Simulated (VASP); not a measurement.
# Lu (P6_3/mmc) in VASP: a series of runs, part 2 of 2

VASP 6.6.1.

## (5) Single point, r2SCAN

POSCAR reads:

```
Lu
1.0
    3.5048186286      0.0000000000      0.0000000000
   -1.7524093143      3.0352619680      0.0000000000
    0.0000000000      0.0000000000      5.4696750779
Lu
2
Direct
    0.3333333333      0.6666666667      0.2500000000
    0.6666666667      0.3333333333      0.7500000000
```

INCAR.step1 reads:

```
ALGO = Normal ; EDIFF = 1E-4
ENCUT = 520 ; GGA = PE
ISMEAR = 1 ; LASPH = T
LCHARG = F ; LREAL = F
LWAVE = T ; NBANDS = 32
NELM = 100 ; PREC = Accurate
SIGMA = 1.0
```

INCAR.step2 reads:

```
ALGO = Normal ; EDIFF = 1E-7
ENCUT = 520 ; ISIF = 2
ISMEAR = 1 ; ISTART = 1
LASPH = T ; LCHARG = F
LMIXTAU = T ; LREAL = F
LWAVE = F ; METAGGA = R2SCAN
NBANDS = 32 ; NELM = 100
PREC = Accurate ; SIGMA = 1.0
```

KPOINTS reads:

```
k-points
0
Gamma
  10 10 6
```

Potentials or basis: VASP PAW PBE potentials, release 64 (Lu).

The run is started by

```bash
> cat potpaw_PBE.64/Lu/POTCAR > POTCAR
> cp INCAR.step1 INCAR
> mpirun -np 1 vasp_std > vasp.out
> cp INCAR.step2 INCAR
> mpirun -np 1 vasp_std > vasp.out
```

OUTCAR:

```text
EDIFF = 1E-7
   ENCUT = 520
   ISIF = 2
   ISMEAR = 1
   ISTART = 1
   LASPH = T
   LREAL = F
   METAGGA = R2SCAN
   NELM = 100
   PREC = Accurate

 ion  position               nearest neighbor table
   1  0.333  0.667  0.250-   2 3.40   2 3.40   2 3.40   2 3.40   2 3.40   2 3.40
   2  0.667  0.333  0.750-   1 3.40   1 3.40   1 3.40   1 3.40   1 3.40   1 3.40

  LATTYP: Found a hexagonal cell.
 ALAT       =     3.5048186286
 C/A-ratio  =     1.5606157287

  Lattice vectors:

[... 191 lines left out ...]
      2     -55.6814      2.00000
      3     -26.0314      2.00000
      4     -25.5651      2.00000
      5     -25.5651      2.00000
      6     -25.4794      2.00000
[... 829 lines left out ...]
     31       8.3308     -0.00000
     32       8.6219     -0.00000

 [... further k-points ...]
[... 5 lines left out ...]
  --------------------------------------------------------------------------------------
  -------------------------------------------------------------------------------------
  Total        0.1181158      0.1181158      0.3377263      0.0000000      0.0000000      0.0000000
  in kB        3.2523353      3.2523353      9.2993409      0.0000000      0.0000000      0.0000000
  external PRESSURE =       5.2680038 kB  Pullay stress =       0.0000000 kB

 VOLUME and BASIS-vectors are now :
 -----------------------------------------------------------------------------
  energy-cutoff  :      520.00
  volume of cell :       58.19
      direct lattice vectors                 reciprocal lattice vectors
     3.504818629  0.000000000  0.000000000     0.285321469  0.164730427  0.000000000
    -1.752409314  3.035261968  0.000000000     0.000000000  0.329460854  0.000000000
     0.000000000  0.000000000  5.469675078     0.000000000  0.000000000  0.182826217

 POSITION                                       TOTAL-FORCE (eV/Angst)
 -----------------------------------------------------------------------------------
     -0.00000      2.02351      1.36742         0.000000      0.000000      0.000000
      1.75241      1.01175      4.10226        -0.000000      0.000000      0.000000
 -----------------------------------------------------------------------------------
    total drift:                               -0.000000      0.000000     -0.000000

  FREE ENERGIE OF THE ION-ELECTRON SYSTEM (eV)
  ---------------------------------------------------
  free  energy   TOTEN  =       -76.1923369784 eV

  energy  without entropy=      -76.0845647452  energy(sigma->0) =      -76.15641290
```

OUTCAR.step1:

```text
EDIFF = 1E-4
   ENCUT = 520
   GGA = PE
   ISMEAR = 1
   LASPH = T
[... 1064 lines left out ...]
 -----------------------------------------------------------------------------------
     -0.00000      2.02351      1.36742         0.000000      0.000000      0.000000
      1.75241      1.01175      4.10226        -0.000000     -0.000000      0.000000
 -----------------------------------------------------------------------------------
    total drift:                               -0.000000      0.000000     -0.000000

  FREE ENERGIE OF THE ION-ELECTRON SYSTEM (eV)
  ---------------------------------------------------
  free  energy   TOTEN  =        -9.1145288296 eV

  energy  without entropy=       -9.0259331544  energy(sigma->0) =       -9.08499694
```

Wall time 13 min (1 thread of Intel Xeon 8259CL, shared host); peak memory 0.25 GiB.

Results:

* Free energy: -76.1923 eV
* Pressure: 0.5 GPa
* Band gap on the k mesh: zero (bands 25 and 26 overlap by 2.00 eV)

Stress tensor (GPa, compression positive):
```
0.33 0.00 0.00
0.00 0.33 0.00
0.00 0.00 0.93
```

Caveat: so wide a smearing shifts energies and pressures; the PAW data sets were made with another functional, which shifts forces and pressure a little; spin-orbit coupling is left out, which moves the levels of the heavy elements.

## (6) Single point, r2SCAN

POSCAR is that of step 5.

INCAR.step1 reads:

```
ALGO = Normal ; EDIFF = 1E-4
ENCUT = 520 ; GGA = PE
ISMEAR = -1 ; LASPH = True
LCHARG = False ; LREAL = False
LWAVE = True ; NBANDS = 32
NELM = 100 ; PREC = Accurate
SIGMA = 0.1
```

INCAR.step2 reads:

```
ALGO = Normal ; EDIFF = 1E-6
ENCUT = 520 ; ISIF = 2
ISMEAR = -1 ; ISTART = 1
LASPH = True ; LCHARG = True
LELF = True ; LMIXTAU = True
LREAL = False ; LVHAR = True
LWAVE = False ; METAGGA = R2SCAN
NBANDS = 32 ; NELM = 100
PREC = Accurate ; SIGMA = 0.1
```

KPOINTS reads:

```
k-points
0
Gamma
  11 11 6
```

Potentials or basis: VASP PAW PBE potentials, release 64 (Lu).

The run is started by

```bash
> cat potpaw_PBE.64/Lu/POTCAR > POTCAR
> cp INCAR.step1 INCAR
> mpirun -np 1 vasp_std > vasp.out
> cp INCAR.step2 INCAR
> mpirun -np 1 vasp_std > vasp.out
```

OUTCAR:

```text
EDIFF = 1E-6
   ENCUT = 520
   ISIF = 2
   ISMEAR = -1
   ISTART = 1
   LASPH = True
   LREAL = False
   METAGGA = R2SCAN
   NELM = 100
   PREC = Accurate

 ion  position               nearest neighbor table
   1  0.333  0.667  0.250-   2 3.40   2 3.40   2 3.40   2 3.40   2 3.40   2 3.40
   2  0.667  0.333  0.750-   1 3.40   1 3.40   1 3.40   1 3.40   1 3.40   1 3.40

  LATTYP: Found a hexagonal cell.
 ALAT       =     3.5048186286
 C/A-ratio  =     1.5606157287

  Lattice vectors:

 A1 = (   3.5048186286,   0.0000000000,   0.0000000000)
 A2 = (  -1.7524093143,   3.0352619680,   0.0000000000)
 A3 = (   0.0000000000,   0.0000000000,   5.4696750779)

Analysis of symmetry for initial positions (statically):
=====================================================================
 Subroutine PRICEL returns:
 Original cell was already a primitive cell.

 Routine SETGRP: Setting up the symmetry group for a
 hexagonal supercell.

 Subroutine GETGRP returns: Found 24 space group operations
 (whereof 12 operations were pure point group operations)
 out of a pool of 24 trial point group operations.

The static configuration has the point symmetry D_3d.
 The point group associated with its full space group is D_6h.

Analysis of symmetry for dynamics (positions and initial velocities):
=====================================================================
 Subroutine PRICEL returns:
 Original cell was already a primitive cell.

 Routine SETGRP: Setting up the symmetry group for a
 hexagonal supercell.

 Subroutine GETGRP returns: Found 24 space group operations
 (whereof 12 operations were pure point group operations)
 out of a pool of 24 trial point group operations.

The dynamic configuration has the point symmetry D_3d.
 The point group associated with its full space group is D_6h.

 Subroutine INISYM returns: Found 24 space group operations
 (whereof 12 operations are pure point group operations),
 and found     1 'primitive' translations

[... 104 lines left out ...]
   PSTRESS=    0.0 pullay stress
   NELECT =      50.0000    total number of electrons
   NUPDOWN=      -1.0000    fix difference up-down
   EMIN   =  10.00;   EMAX   =-10.00  energy-range for DOS
   EFERMI =   0.00;   METHOD = LEGACY
   ISMEAR =    -1;   SIGMA  =   0.10  broadening in eV -4-tet -1-fermi 0-gaus
   EFERMI_NEDOS =   21; number of points for ismear=-14 and -15
   IALGO  =     38    algorithm
   IMIX   =      4    mixing-type and parameters
     AMIX     =   0.40;   BMIX     =  1.00
     AMIX_MAG =   1.60;   BMIX_MAG =  1.00
  volume/ion in A,a.u.               =      29.09       196.33
  Fermi-wavevector in a.u.,A,eV,Ry     =   1.556409  2.941187 32.958877  2.422409
  Thomas-Fermi vector in A             =   2.660209
   LORBIT       =      0    0 simple, 1 ext, 2 COOP (PROOUT), +10 PAW based schemes
   METAGGA = R2SCAN    functional components
   LHFCALC =     F    Hartree Fock is set to
   AEXX    =    0.0000 exact exchange contribution
   IVDW    =     0    specifies the selected vdW correction
   LEPSILON=     F    determine dielectric tensor
   LRPA    =     F    only Hartree local field effects (RPA)
 non-spin polarized calculation
  energy-cutoff  :      520.00
  volume of cell :       58.19
 maximum number of plane-waves:      1616
 NGX is ok and might be reduce to    28
   NGX = 13   NGY = 13   NGZ = 21

 number of electron      49.9999994 magnetization

 Free energy of the ion-electron system (eV)
  ---------------------------------------------------
  ext. energy  EPLUGINS =         0.00000000
  ---------------------------------------------------
  free energy    TOTEN  =       -76.16863676 eV

  energy without entropy =      -76.06489282  energy(sigma->0) =      -76.11676479

 E-fermi :   2.1554     XC(G=0): -11.6057

 val. band max:        2.1201612987   @ k =   0.4545  -0.0000   0.3333
 cond. band min:       2.1587761302   @ k =   0.1818   0.1818   0.3333
 fundamental gap:      0.0386148315
 Fermi energy:         2.1553786116

 k-point     1 :       0.0000    0.0000    0.0000
  band No.  band energies     occupation
      1     -55.7106      2.00000
      2     -55.6718      2.00000
      3     -26.0143      2.00000
      4     -25.5614      2.00000
      5     -25.5614      2.00000
      6     -25.4757      2.00000
[... 829 lines left out ...]
     31       6.3158      0.00000
     32       6.8932      0.00000

 [... further k-points ...]
[... 5 lines left out ...]
  --------------------------------------------------------------------------------------
  -------------------------------------------------------------------------------------
  Total        0.0990145      0.0990145      0.1591645     -0.0000000      0.0000000      0.0000000
  in kB        2.7263792      2.7263792      4.3826159     -0.0000000      0.0000000      0.0000000
  external PRESSURE =       3.2784581 kB  Pullay stress =       0.0000000 kB

 VOLUME and BASIS-vectors are now :
 -----------------------------------------------------------------------------
  energy-cutoff  :      520.00
  volume of cell :       58.19
      direct lattice vectors                 reciprocal lattice vectors
     3.504818629  0.000000000  0.000000000     0.285321469  0.164730427  0.000000000
    -1.752409314  3.035261968  0.000000000     0.000000000  0.329460854  0.000000000
     0.000000000  0.000000000  5.469675078     0.000000000  0.000000000  0.182826217

 POSITION                                       TOTAL-FORCE (eV/Angst)
 -----------------------------------------------------------------------------------
     -0.00000      2.02351      1.36742        -0.000000      0.000000      0.000000
      1.75241      1.01175      4.10226         0.000000      0.000000      0.000000
 -----------------------------------------------------------------------------------
    total drift:                               -0.000000      0.000000     -0.000000

  FREE ENERGIE OF THE ION-ELECTRON SYSTEM (eV)
  ---------------------------------------------------
  free  energy   TOTEN  =       -76.1686367647 eV

  energy  without entropy=      -76.0648928233  energy(sigma->0) =      -76.11676479
```

OUTCAR.step1:

```text
EDIFF = 1E-4
   ENCUT = 520
   GGA = PE
   ISMEAR = -1
   LASPH = True
[... 1064 lines left out ...]
     -0.00000      2.02351      1.36742         0.000000      0.000000      0.000000
      1.75241      1.01175      4.10226        -0.000000     -0.000000      0.000000
 -----------------------------------------------------------------------------------
    total drift:                               -0.000000      0.000000     -0.000000

  FREE ENERGIE OF THE ION-ELECTRON SYSTEM (eV)
  ---------------------------------------------------
  free  energy   TOTEN  =        -9.0975745682 eV

  energy  without entropy=       -8.9906380959  energy(sigma->0) =       -9.04410633
```

OSZICAR.step1:

```text
N       E                     dE             d eps       ncg     rms          rms(c)
DAV:   1     0.241438806326E+03    0.24144E+03   -0.19323E+04  5968   0.512E+03
DAV:   2     0.203099048030E+02   -0.22113E+03   -0.21236E+03  4584   0.568E+02
DAV:   3    -0.657475064955E+01   -0.26885E+02   -0.26393E+02  5736   0.117E+02
DAV:   4    -0.920038240236E+01   -0.26256E+01   -0.26102E+01  6320   0.250E+01
DAV:   5    -0.926930594240E+01   -0.68924E-01   -0.68896E-01  6184   0.431E+00    0.493E+00
DAV:   6    -0.913486973033E+01    0.13444E+00   -0.41585E-01  6472   0.813E+00    0.232E+00
DAV:   7    -0.910034906885E+01    0.34521E-01   -0.92834E-02  6064   0.186E+00    0.443E-01
DAV:   8    -0.909732771200E+01    0.30214E-02   -0.11976E-02  6760   0.891E-01    0.144E-01
DAV:   9    -0.909757036708E+01   -0.24266E-03   -0.14038E-03  4816   0.262E-01    0.966E-02
DAV:  10    -0.909757456824E+01   -0.42012E-05   -0.20264E-04  4616   0.104E-01
   1 F= -.90975746E+01 E0= -.90441063E+01  d E =-.106936E+00
```

Run time: 13 min. Hardware: 1 thread of Intel Xeon 8259CL, shared host; peak memory 0.26 GiB.

Results:

```yaml
Free_energy: -76.1686 eV
Pressure: 0.3 GPa
Band_gap_on_the_k_mesh: zero (bands 25 and 26 overlap by 2.00 eV)
```

Caveat: the PAW data sets were made with another functional, which shifts forces and pressure a little; spin-orbit coupling is left out, which moves the levels of the heavy elements.

## (7) The runs side by side

| k mesh | smearing | gap on the mesh (eV) | pressure (GPa) |
| --- | --- | --- | --- |
| 10 × 10 × 6 | methfessel-paxton 0.1 eV | none | 0.0 |
| 10 × 10 × 6 | methfessel-paxton 0.3 eV | none | 0.2 |
| 10 × 10 × 6 | methfessel-paxton 0.6 eV | none | 0.4 |
| 10 × 10 × 6 | methfessel-paxton 1 eV | none | 0.5 |
| 11 × 11 × 6 | fermi-dirac 0.1 eV | none | 0.3 |

Alike in all rows: task single point; level r2SCAN; potentials or basis VASP PAW PBE potentials, release 64 (Lu); no spin polarisation; cell as given; cutoff (eV) 520.

Caveats: the PAW data sets were made with another functional, which shifts forces and pressure a little; spin-orbit coupling is left out, which moves the levels of the heavy elements; so wide a smearing shifts energies and pressures (at least some runs).

Total energies depend on the potentials used, so only differences within one code and one set of settings carry meaning.

The gap in the log of VASP goes by the Fermi energy; the results here count the filled bands.